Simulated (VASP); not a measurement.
Sb, 1 atom in the cell. The typed cell holds 1 atom: a = 3.520 Å, b = 3.489 Å, c = 3.551 Å, α = 126.62°, β = 127.33°, γ = 78.30°. 

```yaml
Program: VASP 6.6.1
Task: single point
Functional: HSE06
Potentials_or_basis: VASP PAW PBE potentials, release 64 (Sb)
Cutoff: 520 eV
k_mesh: 6 × 6 × 7
Occupations: fermi-dirac, width 0.05 eV
Spin: no spin polarisation
Dipole_correction: no
Grid_for_exact_exchange_PRECFOCK: Normal
Further_INCAR_settings: ALGO = Normal; EDIFF = 1e-06; NBANDS = 8
Share_of_exact_exchange: 0.25
Screening_parameter: 0.2079 1/Å
```

Potentials or basis: VASP PAW PBE potentials, release 64 (Sb).

Command:

```bash
$ cat potpaw_PBE.64/Sb/POTCAR > POTCAR
$ cp INCAR.step1 INCAR
$ mpirun -np 1 vasp_std > vasp.out
$ cp INCAR.step2 INCAR
$ mpirun -np 1 vasp_std > vasp.out
```

Hardware: 1 thread of Intel(R) Xeon(R) Platinum 8375C CPU @ 2.90GHz (Ice Lake) (shared host).

Question: Estimate the wall time of this run.

Answer: Run time: 73 min on 1 thread of Intel(R) Xeon(R) Platinum 8375C CPU @ 2.90GHz (Ice Lake), with other jobs on the host, peak memory 0.28 GiB. Counts: k points 128.
